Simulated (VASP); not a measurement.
# BN (P4_2/mnm) in VASP: notebook

Runs on BN. Level: PBEsol. Tasks: single point.

Program: VASP 6.6.1. These are calculated values, not measurements. Logs are shortened: lines on timing, memory, paths and dates and some standing lists are left out, and cuts for length are marked.

## 1. The cell of the first run

Symmetry: P4_2/mnm, No. 136, tetragonal system. The conventional cell has a = 4.497 Å, b = 4.497 Å, c = 2.386 Å, α = 90.00°, β = 90.00°, γ = 90.00°. B (site symmetry m2m) has 4 N at 1.48 to 1.63 Å within 2.0 Å. N (site symmetry m2m) has 4 B at 1.48 to 1.63 Å within 2.0 Å.

## 2. Single point, PBEsol

File INCAR:

```
PREC = Accurate
ENCUT = 520
EDIFF = 1E-7
ISMEAR = 0
SIGMA = 0.05
LREAL = F
LASPH = T
NELM = 60
ALGO = Normal
ISIF = 2
LWAVE = F
LCHARG = T
GGA = PS
LELF = T
LVHAR = T
NBANDS = 26
```

File KPOINTS:

```
regular mesh
0
Gamma
  6 6 10
```

File POSCAR:

```
BN
1.0
    4.4972000000      0.0000000000      0.0000000000
    0.0000000000      4.4972000000      0.0000000000
    0.0000000000      0.0000000000      2.3858000000
B N
4 4
Direct
    0.1741337327      0.8258662673      0.5000000000
    0.3258662673      0.3258662673      0.0000000000
    0.6741337327      0.6741337327      0.0000000000
    0.8258662673      0.1741337327      0.5000000000
    0.8123909516      0.8123909516      0.5000000000
    0.3123909516      0.6876090484      0.0000000000
    0.6876090484      0.3123909516      0.0000000000
    0.1876090484      0.1876090484      0.5000000000
```

Potentials or basis: VASP PAW PBE potentials, release 64 (B, N).

Run with:

```
> cat potpaw_PBE.64/B/POTCAR potpaw_PBE.64/N/POTCAR > POTCAR
> mpirun -np 1 vasp_std > vasp.out
```

OUTCAR:

```text
PREC = Accurate
   ENCUT = 520
   EDIFF = 1E-7
   ISMEAR = 0
   LREAL = F
   LASPH = T
   NELM = 60
   ISIF = 2
   GGA = PS

 ion  position               nearest neighbor table
   1  0.174  0.826  0.500-   6 1.48   6 1.48   8 1.63   5 1.63
   2  0.326  0.326  0.000-   8 1.48   8 1.48   6 1.63   7 1.63
   3  0.674  0.674  0.000-   5 1.48   5 1.48   7 1.63   6 1.63
   4  0.826  0.174  0.500-   7 1.48   7 1.48   8 1.63   5 1.63
   5  0.812  0.812  0.500-   3 1.48   3 1.48   4 1.63   1 1.63
   6  0.312  0.688  0.000-   1 1.48   1 1.48   3 1.63   2 1.63
   7  0.688  0.312  0.000-   4 1.48   4 1.48   2 1.63   3 1.63
   8  0.188  0.188  0.500-   2 1.48   2 1.48   4 1.63   1 1.63

  LATTYP: Found a simple tetragonal cell.
 ALAT       =     4.4972000000
 C/A-ratio  =     0.5305078716

  Lattice vectors:

 A1 = (   4.4972000000,   0.0000000000,   0.0000000000)
 A2 = (   0.0000000000,   4.4972000000,   0.0000000000)
 A3 = (   0.0000000000,   0.0000000000,   2.3858000000)

Analysis of symmetry for initial positions (statically):
=====================================================================
 Subroutine PRICEL returns:
 Original cell was already a primitive cell.

 Routine SETGRP: Setting up the symmetry group for a
 simple tetragonal supercell.

 Subroutine GETGRP returns: Found 16 space group operations
 (whereof  8 operations were pure point group operations)
 out of a pool of 16 trial point group operations.

The static configuration has the point symmetry D_2h.
 The point group associated with its full space group is D_4h.

Analysis of symmetry for dynamics (positions and initial velocities):
=====================================================================
 Subroutine PRICEL returns:
 Original cell was already a primitive cell.

 Routine SETGRP: Setting up the symmetry group for a
 simple tetragonal supercell.

 Subroutine GETGRP returns: Found 16 space group operations
 (whereof  8 operations were pure point group operations)
 out of a pool of 16 trial point group operations.

The dynamic configuration has the point symmetry D_2h.
 The point group associated with its full space group is D_4h.

 Subroutine INISYM returns: Found 16 space group operations
 (whereof  8 operations are pure point group operations),
 and found     1 'primitive' translations

----------------------------------------------------------------------------------------

                                     Primitive cell

  volume of cell :      48.2523

  direct lattice vectors                    reciprocal lattice vectors
     4.497200000  0.000000000  0.000000000     0.222360580  0.000000000  0.000000000
     0.000000000  4.497200000  0.000000000     0.000000000  0.222360580  0.000000000
     0.000000000  0.000000000  2.385800000     0.000000000  0.000000000  0.419146617

  length of vectors
     4.497200000  4.497200000  2.385800000     0.222360580  0.222360580  0.419146617

  position of ions in fractional coordinates (direct lattice)
     0.174133733  0.825866267  0.500000000
     0.325866267  0.325866267  0.000000000
     0.674133733  0.674133733  0.000000000
     0.825866267  0.174133733  0.500000000
     0.812390952  0.812390952  0.500000000
     0.312390952  0.687609048  0.000000000
     0.687609048  0.312390952  0.000000000
     0.187609048  0.187609048  0.500000000

  ion indices of the primitive-cell ions
   primitive index   ion index
                 1           1
                 2           2
                 3           3
                 4           4
                 5           5
                 6           6
                 7           7
                 8           8

----------------------------------------------------------------------------------------

 KPOINTS: regular mesh

Automatic generation of k-mesh.
 Grid dimensions read from file:
 generate k-points for:    6    6   10

 Generating k-lattice:

  Cartesian coordinates                     Fractional coordinates (reciprocal lattice)
     0.037060097  0.000000000  0.000000000     0.166666667  0.000000000  0.000000000
     0.000000000  0.037060097  0.000000000     0.000000000  0.166666667  0.000000000
     0.000000000  0.000000000  0.041914662     0.000000000  0.000000000  0.100000000

  Length of vectors
     0.037060097  0.037060097  0.041914662

  Shift w.r.t. Gamma in fractional coordinates (k-lattice)
     0.000000000  0.000000000  0.000000000

 Subroutine IBZKPT returns following result:
 ===========================================

 Found     60 irreducible k-points:

 Following reciprocal coordinates:
            Coordinates               Weight
  0.000000  0.000000  0.000000      1.000000
  0.166667  0.000000  0.000000      4.000000
  0.333333  0.000000  0.000000      4.000000
  0.500000  0.000000  0.000000      2.000000
  0.166667  0.166667  0.000000      4.000000
  0.333333  0.166667  0.000000      8.000000
[... 16 lines left out ...]
  0.333333  0.000000  0.200000      8.000000
  0.500000  0.000000  0.200000      4.000000
 [... further k-points ...]
   k-points           NKPTS =     60   k-points in BZ     NKDIM =     60   number of bands    NBANDS=     26
   number of dos      NEDOS =    301   number of ions     NIONS =      8
   total plane-waves  NPLWV =  23328
   dimension x,y,z NGX =    36 NGY =   36 NGZ =   18
   dimension x,y,z NGXF=    72 NGYF=   72 NGZF=   36
   ions per type =               4   4
   NGX,Y,Z   is equivalent  to a cutoff of  13.31, 13.31, 12.54 a.u.
   NGXF,Y,Z  is equivalent  to a cutoff of  26.62, 26.62, 25.09 a.u.
 SYSTEM =  unknown system
   PREC   = accura    normal or accurate (medium, high low for compatibility)
   ISTART =      0    job   : 0-new  1-cont  2-samecut
   ICHARG =      2    charge: 1-file 2-atom 10-const
   ISPIN  =      1    spin polarized calculation?
   LNONCOLLINEAR =      F non collinear calculations
   LSORBIT =      F    spin-orbit coupling
   LASPH  =      T    aspherical Exc in radial PAW
   ENCUT  =  520.0 eV  38.22 Ry    6.18 a.u.   8.36  8.36  4.44*2*pi/ulx,y,z
   NELM   =     60;   NELMIN=  2; NELMDL= -5     # of ELM steps
   EDIFF  = 0.1E-06   stopping-criterion for ELM
   LREAL  =      F    real-space projection
   EDIFFG = 0.1E-05   stopping-criterion for IOM
   NSW    =      0    number of steps for IOM
   IBRION =     -1    ionic relax: 0-MD 1-quasi-New 2-CG
   NFREE  =      0    steps in history (QN), initial steepest desc. (CG)
   ISIF   =      2    stress and relaxation
   ISYM   =      2    0-nonsym 1-usesym 2-fastsym
   POTIM  = 0.5000    time-step for ionic-motion
   TEBEG  =    0.0;   TEEND  =   0.0 temperature during run
   PSTRESS=    0.0 pullay stress
   NELECT =      32.0000    total number of electrons
   NUPDOWN=      -1.0000    fix difference up-down
   EMIN   =  10.00;   EMAX   =-10.00  energy-range for DOS
   EFERMI =   0.00;   METHOD = LEGACY
   ISMEAR =     0;   SIGMA  =   0.05  broadening in eV -4-tet -1-fermi 0-gaus
   EFERMI_NEDOS =   21; number of points for ismear=-14 and -15
   IALGO  =     38    algorithm
   IMIX   =      4    mixing-type and parameters
     AMIX     =   0.40;   BMIX     =  1.00
     AMIX_MAG =   1.60;   BMIX_MAG =  1.00
  volume/ion in A,a.u.               =       6.03        40.70
  Fermi-wavevector in a.u.,A,eV,Ry     =   1.427640  2.697848 27.730792  2.038156
  Thomas-Fermi vector in A             =   2.547788
   LORBIT       =      0    0 simple, 1 ext, 2 COOP (PROOUT), +10 PAW based schemes
   GGA     = PS    functional components
   LHFCALC =     F    Hartree Fock is set to
   AEXX    =    0.0000 exact exchange contribution
   IVDW    =     0    specifies the selected vdW correction
   LEPSILON=     F    determine dielectric tensor
   LRPA    =     F    only Hartree local field effects (RPA)
 non-spin polarized calculation
 Gauss-broadening in eV      SIGMA  =   0.05
  energy-cutoff  :      520.00
  volume of cell :       48.25
 maximum number of plane-waves:      1333
 NGX is ok and might be reduce to    36
   NGX = 17   NGY = 17   NGZ =  9

 number of electron      31.9999990 magnetization

 Free energy of the ion-electron system (eV)
  ---------------------------------------------------
  ext. energy  EPLUGINS =         0.00000000
  ---------------------------------------------------
  free energy    TOTEN  =       -71.78343622 eV

  energy without entropy =      -71.78343622  energy(sigma->0) =      -71.78343622

 E-fermi :   7.4174     XC(G=0): -12.7980

 val. band max:        7.1329562883   @ k =   0.0000   0.0000   0.0000
 cond. band min:      11.5759583556   @ k =   0.0000   0.0000   0.3000
 fundamental gap:      4.4430020673
 Fermi energy:         7.4174385652

 k-point     1 :       0.0000    0.0000    0.0000
  band No.  band energies     occupation
      1     -13.2451      2.00000
      2      -9.5246      2.00000
      3      -9.5246      2.00000
      4      -8.9020      2.00000
      5      -3.5923      2.00000
      6      -2.4281      2.00000
[... 18 lines left out ...]
     25      19.5017      0.00000
     26      21.0876      0.00000

 k-point     2 :       0.1667    0.0000    0.0000
  band No.  band energies     occupation
      1     -13.1063      2.00000
      2     -10.1996      2.00000
      3      -9.4305      2.00000
      4      -8.5724      2.00000
      5      -3.6602      2.00000
      6      -2.0280      2.00000
[... 18 lines left out ...]
     25      19.4996      0.00000
     26      20.6898      0.00000

 k-point     3 :       0.3333    0.0000    0.0000
  band No.  band energies     occupation
      1     -12.6956      2.00000
      2     -11.1664      2.00000
      3      -9.1682      2.00000
      4      -8.5269      2.00000
      5      -3.5872      2.00000
      6      -2.2694      2.00000
[... 572 lines left out ...]
 k-point    23 :       0.3333    0.0000    0.2000
  band No.  band energies     occupation
      1     -11.9763      2.00000
      2     -10.4969      2.00000
      3      -8.6033      2.00000
      4      -8.0391      2.00000
      5      -3.0097      2.00000
      6      -1.7030      2.00000
[... 18 lines left out ...]
     25      20.2749      0.00000
     26      20.6931      0.00000

 k-point    24 :       0.5000    0.0000    0.2000
  band No.  band energies     occupation
      1     -11.3336      2.00000
      2     -11.3336      2.00000
      3      -8.2851      2.00000
      4      -8.2851      2.00000
      5      -2.5065      2.00000
      6      -2.5065      2.00000
[... 18 lines left out ...]
     25      20.4326      0.00000
     26      20.4326      0.00000

 [... further k-points ...]
[... 5 lines left out ...]
  --------------------------------------------------------------------------------------
  -------------------------------------------------------------------------------------
  Total       -4.2862909     -4.2862909     20.0114246      0.0000000      0.0000000      0.0000000
  in kB     -142.3225715   -142.3225715    664.4620043      0.0000000      0.0000000      0.0000000
  external PRESSURE =     126.6056205 kB  Pullay stress =       0.0000000 kB

 VOLUME and BASIS-vectors are now :
 -----------------------------------------------------------------------------
  energy-cutoff  :      520.00
  volume of cell :       48.25
      direct lattice vectors                 reciprocal lattice vectors
     4.497200000  0.000000000  0.000000000     0.222360580  0.000000000  0.000000000
     0.000000000  4.497200000  0.000000000     0.000000000  0.222360580  0.000000000
     0.000000000  0.000000000  2.385800000     0.000000000  0.000000000  0.419146617

 POSITION                                       TOTAL-FORCE (eV/Angst)
 -----------------------------------------------------------------------------------
      0.78311      3.71409      1.19290        -0.257830      0.257830      0.000000
      1.46549      1.46549      0.00000         0.257830      0.257830      0.000000
      3.03171      3.03171      0.00000        -0.257830     -0.257830      0.000000
      3.71409      0.78311      1.19290         0.257830     -0.257830      0.000000
      3.65348      3.65348      1.19290         0.581387      0.581387      0.000000
      1.40488      3.09232      0.00000         0.581387     -0.581387     -0.000000
      3.09232      1.40488      0.00000        -0.581387      0.581387      0.000000
      0.84372      0.84372      1.19290        -0.581387     -0.581387     -0.000000
 -----------------------------------------------------------------------------------
    total drift:                                0.000000      0.000000      0.000000

  FREE ENERGIE OF THE ION-ELECTRON SYSTEM (eV)
  ---------------------------------------------------
  free  energy   TOTEN  =       -71.7834362173 eV

  energy  without entropy=      -71.7834362173  energy(sigma->0) =      -71.78343622
```

It took 72 s on 1 thread of Intel Xeon 8259CL, shared host; peak memory 0.19 GiB.

What came out:

```yaml
Free_energy: -71.7834 eV
Pressure: 12.7 GPa
Largest_force: 0.822 eV/Å
Band_gap_on_the_k_mesh: 4.44 eV (least direct gap 5.74 eV)
```

Forces on the atoms (eV/Å):
```
B   -0.258  0.258  0.000
B    0.258  0.258  0.000
B   -0.258 -0.258  0.000
B    0.258 -0.258  0.000
N    0.581  0.581  0.000
N    0.581 -0.581  0.000
N   -0.581  0.581  0.000
N   -0.581 -0.581  0.000
```

Caveat: the stress differs along the axes, from -14 to 66 GPa; the PAW data sets were made with another functional, which shifts forces and pressure a little.

(Continued in part 2 of 2.)
